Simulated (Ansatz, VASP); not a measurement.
**Au8S: VASP beside Ansatz**

File INCAR:

```
PREC = Accurate ; ENCUT = 520
EDIFF = 1E-6 ; ISMEAR = -1
SIGMA = 0.1 ; LREAL = F
LASPH = T ; NELM = 60
ALGO = Normal ; ISIF = 2
LWAVE = F ; LCHARG = F
GGA = PE ; NBANDS = 57
```

KPOINTS

```
Automatic mesh
0
Gamma
  4 4 4
```

File POSCAR:

```
Au8S
1.0
   -2.9238730000      3.1716590000      4.3114740000
    5.8477460000      0.0000000000      0.0000000000
    2.9238730000      3.1716590000     -4.3114740000
Au S
8 1
Direct
    0.6250000000      0.3750000000      0.8750000000
    0.1250000000      0.3750000000      0.3750000000
    0.6250000000      0.8750000000      0.3750000000
    0.6250000000      0.3750000000      0.3750000000
    0.6250000000      0.8750000000      0.8750000000
    0.1250000000      0.8750000000      0.3750000000
    0.1250000000      0.8750000000      0.8750000000
    0.1250000000      0.3750000000      0.8750000000
    0.0000000000      0.0000000000      0.0000000000
```

Input for Ansatz:

```yaml
crystal:
  lattice:
    - [-2.923873, 3.171659, 4.311474]
    - [5.847746, 0.0, 0.0]
    - [2.923873, 3.171659, -4.311474]
  atoms:
    - { symbol: Au, position: [0.625, 0.375, 0.875] }
    - { symbol: Au, position: [0.125, 0.375, 0.375] }
    - { symbol: S, position: [0.0, 0.0, 0.0] }
    - { symbol: Au, position: [0.625, 0.875, 0.375] }
    - { symbol: Au, position: [0.625, 0.375, 0.375] }
    - { symbol: Au, position: [0.625, 0.875, 0.875] }
    - { symbol: Au, position: [0.125, 0.875, 0.375] }
    - { symbol: Au, position: [0.125, 0.875, 0.875] }
    - { symbol: Au, position: [0.125, 0.375, 0.875] }
  symmetry: { tolerance: 0.0003 }
kpoints:
  mp_grid: { grid: [4, 4, 4], shift: [0, 0, 0] }
magnetization:
  spin_polarized: false
scf:
  occupations: { method: fermi_dirac }
hamiltonian:
  pseudopotentials: { kind: paw }
  xc: pbe
basis:
  ecutwfc: "36.7 Ry"
  ecutrho_ratio: 9
output:
  forces: true
  stress: true
  eigenvalues: true
accuracy: medium
```

Alike in both runs: task single point; functional PBE; k mesh 4 × 4 × 4; no spin polarisation.

|  | VASP | Ansatz |
| --- | --- | --- |
| version | VASP 6.6.1 | Ansatz 0.2.0 |
| potentials or method | VASP PAW PBE potentials, release 64 (Au, S), cutoff 520 eV | PAW plane waves |
| occupations | fermi-dirac, width 0.1 eV | fermi-dirac |
| valence electrons in the cell | 94 | 158 |

Ansatz gave:

```
gap on the k mesh at the Fermi level (eV) : none
rms of the force components (eV/Å)        : 6.354
```

Problem. Estimate VASP's values.

Solution. gap on the k mesh at the Fermi level (eV): none; rms of the force components (eV/Å): 6.460.

A gap of «none» marks a metal or a gap that the smearing closes. VASP's potentials hold 94 valence electrons a cell and Ansatz's 158, so a difference there can come from the potentials and not from the codes.

Spin-orbit coupling is off throughout.
